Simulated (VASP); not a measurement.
# PtSe2 (P-3m1) in VASP: density of states with PBE

Aim: the density of states of PtSe2 with PBE.

Everything below comes from runs of VASP 6.6.1. Logs are shortened: lines on timing, memory, paths and dates and some standing lists are left out, and cuts for length are marked.

**1. The cell of the first run**

It takes space group P-3m1 (No. 164, trigonal). The conventional cell has a = 3.752 Å, b = 3.752 Å, c = 6.514 Å, α = 90.00°, β = 90.00°, γ = 120.00°. Pt (site symmetry -3m) has 6 Se at 2.53 Å within 3.3 Å. Within 3.3 Å of Se (site symmetry 3m) lie 3 Pt at 2.53 Å.

**2. Density of states, PBE**

Contents of POSCAR:

```
PtSe2
1.0
    3.7515280056      0.0000000000      0.0000000000
   -1.8757640028      3.2489185559      0.0000000000
    0.0000000000      0.0000000000      6.5141502416
Pt Se
1 2
Direct
    0.0000000000      0.0000000000      0.0000000000
    0.3333333333      0.6666666667      0.2005958070
    0.6666666667      0.3333333333      0.7994041930
```

Contents of INCAR.step1:

```
SYSTEM = PtSe2
  PREC = Accurate
  ENCUT = 520
  EDIFF = 1E-6
  ISMEAR = 0
  SIGMA = 0.02
  LREAL = .FALSE.
  LASPH = .TRUE.
  NELM = 80
  ALGO = Normal
  ISIF = 2
  LWAVE = .FALSE.
  LCHARG = .TRUE.
  LMAXMIX = 4
  GGA = PE
  NBANDS = 18
```

Contents of KPOINTS.step1:

```
regular mesh
0
G
  12 12 4
  0 0 0
```

Contents of INCAR.step2:

```
SYSTEM = PtSe2
  PREC = Accurate
  ENCUT = 520
  EDIFF = 1E-6
  ISMEAR = -5
  SIGMA = 0.02
  LREAL = .FALSE.
  LASPH = .TRUE.
  NELM = 80
  ALGO = Normal
  ISIF = 2
  LWAVE = .FALSE.
  LCHARG = .FALSE.
  LMAXMIX = 4
  GGA = PE
  LORBIT = 11
  NEDOS = 2001
  ICHARG = 11
```

Contents of KPOINTS.step2:

```
regular mesh
0
G
  18 18 6
  0 0 0
```

Potentials or basis: VASP PAW PBE potentials, release 64 (Pt, Se).

On the command line:

```
cat potpaw_PBE.64/Pt/POTCAR potpaw_PBE.64/Se/POTCAR > POTCAR
cp INCAR.step1 INCAR
cp KPOINTS.step1 KPOINTS
mpirun -np 1 vasp_std > vasp.out
cp INCAR.step2 INCAR
cp KPOINTS.step2 KPOINTS
mpirun -np 1 vasp_std > vasp.out
```

OUTCAR:

```text
SYSTEM = PtSe2
   PREC = Accurate
   ENCUT = 520
   EDIFF = 1E-6
   ISMEAR = -5
   LREAL = .FALSE.
   LASPH = .TRUE.
   NELM = 80
   ISIF = 2
   GGA = PE
   LORBIT = 11
   ICHARG = 11

 ion  position               nearest neighbor table
   1  0.000  0.000  0.000-   2 2.53   3 2.53   3 2.53   2 2.53   3 2.53   2 2.53
   2  0.333  0.667  0.201-   1 2.53   1 2.53   1 2.53
   3  0.667  0.333  0.799-   1 2.53   1 2.53   1 2.53

  LATTYP: Found a hexagonal cell.
 ALAT       =     3.7515280056
 C/A-ratio  =     1.7363992037

  Lattice vectors:

 A1 = (   3.7515280056,   0.0000000000,   0.0000000000)
 A2 = (  -1.8757640028,   3.2489185559,   0.0000000000)
 A3 = (   0.0000000000,   0.0000000000,   6.5141502416)

Analysis of symmetry for initial positions (statically):
=====================================================================
 Subroutine PRICEL returns:
 Original cell was already a primitive cell.

 Routine SETGRP: Setting up the symmetry group for a
 hexagonal supercell.

 Subroutine GETGRP returns: Found 12 space group operations
 (whereof 12 operations were pure point group operations)
 out of a pool of 24 trial point group operations.

The static configuration has the point symmetry D_3d.

Analysis of symmetry for dynamics (positions and initial velocities):
=====================================================================
 Subroutine PRICEL returns:
 Original cell was already a primitive cell.

 Routine SETGRP: Setting up the symmetry group for a
 hexagonal supercell.

 Subroutine GETGRP returns: Found 12 space group operations
 (whereof 12 operations were pure point group operations)
 out of a pool of 24 trial point group operations.

The dynamic configuration has the point symmetry D_3d.

 Subroutine INISYM returns: Found 12 space group operations
 (whereof 12 operations are pure point group operations),
 and found     1 'primitive' translations

----------------------------------------------------------------------------------------

                                     Primitive cell

  volume of cell :      79.3971

  direct lattice vectors                    reciprocal lattice vectors
     3.751528006  0.000000000  0.000000000     0.266558053  0.153897364  0.000000000
    -1.875764003  3.248918556  0.000000000     0.000000000  0.307794727  0.000000000
     0.000000000  0.000000000  6.514150242     0.000000000  0.000000000  0.153511964

  length of vectors
     3.751528006  3.751528006  6.514150242     0.307794727  0.307794727  0.153511964

  position of ions in fractional coordinates (direct lattice)
     0.000000000  0.000000000  0.000000000
     0.333333333  0.666666667  0.200595807
     0.666666667  0.333333333  0.799404193

  ion indices of the primitive-cell ions
   primitive index   ion index
                 1           1
                 2           2
                 3           3

----------------------------------------------------------------------------------------

 KPOINTS: regular mesh

Automatic generation of k-mesh.
 Grid dimensions read from file:
 generate k-points for:   18   18    6

 Generating k-lattice:

  Cartesian coordinates                     Fractional coordinates (reciprocal lattice)
     0.014808781  0.008549854  0.000000000     0.055555556  0.000000000  0.000000000
     0.000000000  0.017099707  0.000000000     0.000000000  0.055555556  0.000000000
     0.000000000  0.000000000  0.025585327     0.000000000  0.000000000  0.166666667

  Length of vectors
     0.017099707  0.017099707  0.025585327

  Shift w.r.t. Gamma in fractional coordinates (k-lattice)
     0.000000000  0.000000000  0.000000000

 TETIRR: Found   2825 inequivalent tetrahedra from    11664

 Subroutine IBZKPT returns following result:
 ===========================================

 Found    202 irreducible k-points:

 Following reciprocal coordinates:
            Coordinates               Weight
  0.000000  0.000000  0.000000      1.000000
  0.055556 -0.000000  0.000000      6.000000
  0.111111 -0.000000  0.000000      6.000000
  0.166667 -0.000000  0.000000      6.000000
  0.222222 -0.000000  0.000000      6.000000
  0.277778  0.000000  0.000000      6.000000
[... 16 lines left out ...]
  0.333333  0.111111  0.000000     12.000000
  0.388889  0.111111  0.000000     12.000000
 [... further k-points ...]
   k-points           NKPTS =    202   k-points in BZ     NKDIM =    202   number of bands    NBANDS=     15
   number of dos      NEDOS =   2001   number of ions     NIONS =      3
   total plane-waves  NPLWV =  37632
   dimension x,y,z NGX =    28 NGY =   28 NGZ =   48
   dimension x,y,z NGXF=    56 NGYF=   56 NGZF=   96
   ions per type =               1   2
   NGX,Y,Z   is equivalent  to a cutoff of  12.41, 12.41, 12.25 a.u.
   NGXF,Y,Z  is equivalent  to a cutoff of  24.82, 24.82, 24.50 a.u.
 SYSTEM =  PtSe2
   PREC   = accura    normal or accurate (medium, high low for compatibility)
   ISTART =      0    job   : 0-new  1-cont  2-samecut
   ICHARG =     11    charge: 1-file 2-atom 10-const
   ISPIN  =      1    spin polarized calculation?
   LNONCOLLINEAR =      F non collinear calculations
   LSORBIT =      F    spin-orbit coupling
   LASPH  =      T    aspherical Exc in radial PAW
   ENCUT  =  520.0 eV  38.22 Ry    6.18 a.u.   6.98  6.98 12.11*2*pi/ulx,y,z
   NELM   =     80;   NELMIN=  2; NELMDL=  0     # of ELM steps
   EDIFF  = 0.1E-05   stopping-criterion for ELM
   LREAL  =      F    real-space projection
   EDIFFG = 0.1E-04   stopping-criterion for IOM
   NSW    =      0    number of steps for IOM
   IBRION =     -1    ionic relax: 0-MD 1-quasi-New 2-CG
   NFREE  =      0    steps in history (QN), initial steepest desc. (CG)
   ISIF   =      2    stress and relaxation
   ISYM   =      2    0-nonsym 1-usesym 2-fastsym
   POTIM  = 0.5000    time-step for ionic-motion
   TEBEG  =    0.0;   TEEND  =   0.0 temperature during run
   PSTRESS=    0.0 pullay stress
   NELECT =      22.0000    total number of electrons
   NUPDOWN=      -1.0000    fix difference up-down
   EMIN   =  10.00;   EMAX   =-10.00  energy-range for DOS
   EFERMI =   0.00;   METHOD = LEGACY
   ISMEAR =    -5;   SIGMA  =   0.02  broadening in eV -4-tet -1-fermi 0-gaus
   EFERMI_NEDOS =   21; number of points for ismear=-14 and -15
   IALGO  =     38    algorithm
   IMIX   =      4    mixing-type and parameters
     AMIX     =   0.40;   BMIX     =  1.00
     AMIX_MAG =   1.60;   BMIX_MAG =  1.00
  volume/ion in A,a.u.               =      26.47       178.60
  Fermi-wavevector in a.u.,A,eV,Ry     =   1.067286  2.016878 15.498387  1.139099
  Thomas-Fermi vector in A             =   2.202898
   LORBIT       =     11    0 simple, 1 ext, 2 COOP (PROOUT), +10 PAW based schemes
   GGA     = PE    functional components
   LHFCALC =     F    Hartree Fock is set to
   AEXX    =    0.0000 exact exchange contribution
   IVDW    =     0    specifies the selected vdW correction
   LEPSILON=     F    determine dielectric tensor
   LRPA    =     F    only Hartree local field effects (RPA)
 non-spin polarized calculation
 Fermi weights with tetrahedron method with Bloechl corrections
  energy-cutoff  :      520.00
  volume of cell :       79.40
 maximum number of plane-waves:      2155

 number of electron      21.9999996 magnetization

 Free energy of the ion-electron system (eV)
  ---------------------------------------------------
  ext. energy  EPLUGINS =         0.00000000
  ---------------------------------------------------
  free energy    TOTEN  =       -14.30311406 eV

  energy without entropy =      -14.30311406  energy(sigma->0) =      -14.30311406

 E-fermi :   3.0684     XC(G=0):  -8.9766

 val. band max:        3.0668303407   @ k =   0.1111   0.1111   0.0000
 cond. band min:       3.9296540778   @ k =   0.0000   0.2778   0.3333
 fundamental gap:      0.8628237371
 Fermi energy:         3.0683959486

 k-point     1 :       0.0000    0.0000    0.0000
  band No.  band energies     occupation
      1     -11.1537      2.00000
      2      -9.3203      2.00000
      3      -2.3571      2.00000
      4      -2.2346      2.00000
      5      -2.2346      2.00000
      6       0.0014      2.00000
      7       0.0014      2.00000
      8       1.4397      2.00000
      9       2.7725      2.00000
     10       2.7725      2.00000
     11       2.8169      2.00000
     12       5.6722      0.00000
     13       5.6722      0.00000
     14       7.2115      0.00000
     15       8.2419      0.00000

 k-point     2 :       0.0556   -0.0000    0.0000
  band No.  band energies     occupation
      1     -11.1215      2.00000
      2      -9.3239      2.00000
      3      -2.3237      2.00000
      4      -2.2343      2.00000
      5      -2.2144      2.00000
      6      -0.0421      2.00000
      7      -0.0238      2.00000
      8       1.3513      2.00000
      9       2.7028      2.00000
     10       2.7730      2.00000
     11       2.8634      2.00000
     12       5.4440      0.00000
     13       5.6254      0.00000
     14       7.3971      0.00000
     15       8.4855      0.00000
[... 365 lines left out ...]
      3      -2.7219      2.00000
      4      -1.8671      2.00000
      5      -1.3797      2.00000
      6      -0.8376      2.00000
      7      -0.3358      2.00000
      8       0.6074      2.00000
      9       0.9544      2.00000
     10       1.3803      2.00000
     11       2.1970      2.00000
     12       4.6477      0.00000
     13       5.1519      0.00000
     14       8.1250      0.00000
     15      10.0783      0.00000

 k-point    24 :       0.3889    0.1111    0.0000
  band No.  band energies     occupation
      1      -9.7467      2.00000
      2      -9.5183      2.00000
      3      -2.9713      2.00000
      4      -1.8500      2.00000
      5      -1.1836      2.00000
      6      -0.7220      2.00000
      7      -0.2084      2.00000
      8       0.5926      2.00000
      9       0.6406      2.00000
     10       1.2774      2.00000
     11       1.8772      2.00000
     12       4.7955      0.00000
     13       5.1067      0.00000
     14       8.0204      0.00000
     15       9.9338      0.00000

 [... further k-points ...]

------------------------ aborting loop because EDIFF is reached ----------------------------------------

  FORCE on cell =-STRESS in cart. coord.  units (eV):
  Direction    XX          YY          ZZ          XY          YZ          ZX
  --------------------------------------------------------------------------------------
  -------------------------------------------------------------------------------------
  Total       -0.0228635     -0.0228635     -0.0159783      0.0000000     -0.0000000      0.0000000
  in kB       -0.4613690     -0.4613690     -0.3224315      0.0000000     -0.0000000      0.0000000
  external PRESSURE =      -0.4150565 kB  Pullay stress =       0.0000000 kB

 VOLUME and BASIS-vectors are now :
 -----------------------------------------------------------------------------
  energy-cutoff  :      520.00
  volume of cell :       79.40
      direct lattice vectors                 reciprocal lattice vectors
     3.751528006  0.000000000  0.000000000     0.266558053  0.153897364  0.000000000
    -1.875764003  3.248918556  0.000000000     0.000000000  0.307794727  0.000000000
     0.000000000  0.000000000  6.514150242     0.000000000  0.000000000  0.153511964

 POSITION                                       TOTAL-FORCE (eV/Angst)
 -----------------------------------------------------------------------------------
      0.00000      0.00000      0.00000        -0.000000      0.000000      0.000000
     -0.00000      2.16595      1.30671         0.000000     -0.000000     -0.002252
      1.87576      1.08297      5.20744        -0.000000      0.000000      0.002252
 -----------------------------------------------------------------------------------
    total drift:                                0.000000      0.000000     -0.000000

  FREE ENERGIE OF THE ION-ELECTRON SYSTEM (eV)
  ---------------------------------------------------
  free  energy   TOTEN  =       -14.3031140621 eV

  energy  without entropy=      -14.3031140621  energy(sigma->0) =      -14.30311406

 total charge

# of ion       s       p       d       tot
------------------------------------------
    1        0.669   0.679   7.985   9.333
    2        1.478   2.238   0.055   3.771
    3        1.478   2.238   0.055   3.771
--------------------------------------------------
tot          3.625   5.156   8.094  16.875
```

It took 1.7 min on 1 thread of Intel Xeon 6975P-C (Granite Rapids), shared host; peak memory 0.38 GiB.

Results:

- Valence electrons inside the program's atomic spheres: Pt 9.33; Se 3.77

Caveat: spin-orbit coupling is left out, which moves the levels of the heavy elements; this functional lacks dispersion, which binds the layers, so the pressure and a relaxed spacing across them are unreliable.
